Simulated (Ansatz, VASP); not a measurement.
# One calculation of PtSe3, two programs

File INCAR:

```
ALGO = Normal ; EDIFF = 1E-7
EDIFFG = -0.04 ; ENCUT = 600
GGA = PE ; IBRION = 2
ISIF = 3 ; ISMEAR = 0
LASPH = T ; LCHARG = F
LREAL = F ; LWAVE = F
NELM = 60 ; NSW = 90
PREC = Accurate ; SIGMA = 0.1
```

File KPOINTS:

```
k-points
0
Gamma
  4 4 4
```

POSCAR

```
PtSe3
1.0
    4.5055850156      0.0000000000      0.0000000000
    0.0000000000      4.5055850156      0.0000000000
    0.0000000000      0.0000000000      4.5055850156
Pt Se
1 3
Direct
    0.0000000000      0.0000000000      0.0000000000
    0.0000000000      0.5000000000      0.5000000000
    0.5000000000      0.0000000000      0.5000000000
    0.5000000000      0.5000000000      0.0000000000
```

Input for Ansatz:

```yaml
crystal:
  lattice:
    - [4.5055850156, 0.0, 0.0]
    - [0.0, 4.5055850156, 0.0]
    - [0.0, 0.0, 4.5055850156]
  atoms:
    - { symbol: Pt, position: [0.0, 0.0, 0.0] }
    - { symbol: Se, position: [0.0, 0.5, 0.5] }
    - { symbol: Se, position: [0.5, 0.0, 0.5] }
    - { symbol: Se, position: [0.5, 0.5, 0.0] }
basis:
  ecutwfc: 420
kpoints:
  mp_grid: { grid: [4, 4, 4] }
hamiltonian:
  xc: pbe
scf:
  occupations: { method: gaussian, width: 0.1 }
  lower_state_search: "off"
output:
  forces: true
  stress: true
  eigenvalues: true
relax:
  adjacent_minimum: "off"
  f_tol: 0.04
  max_steps: 70
  cell: { stress_tol: 0.4 }
```

Alike in both runs: task relaxation of cell and atoms; functional PBE; k mesh 4 × 4 × 4; occupations gaussian, width 0.1 eV; no spin polarisation.

|  | VASP | Ansatz |
| --- | --- | --- |
| version | VASP 6.6.1 | Ansatz 0.2.0 |
| potentials or method | VASP PAW PBE potentials, release 64 (Pt, Se), cutoff 600 eV | scalar-relativistic, plane waves, PAW |
| valence electrons in the cell | 28 | 66 |

|  | VASP | Ansatz | Ansatz less VASP |
| --- | --- | --- | --- |
| gap on the k mesh at the Fermi level, each at its own relaxed structure (eV) | none | none | - |
| relaxed volume (Å³/atom) | 19.10 | 19.11 | +0.015 |
| relaxed length of the cell vector where the two differ most in proportion (Å) | 4.243 | 4.244 | +0.0011 |

A gap of «none» marks a metal or a gap that the smearing closes. VASP's potentials hold 28 valence electrons a cell and Ansatz's 66, so a difference there can come from the potentials and not from the codes.

Spin-orbit coupling is off throughout. Noted on VASP's run: the volume moved by over 15 % at a fixed basis, so the end points are rough.
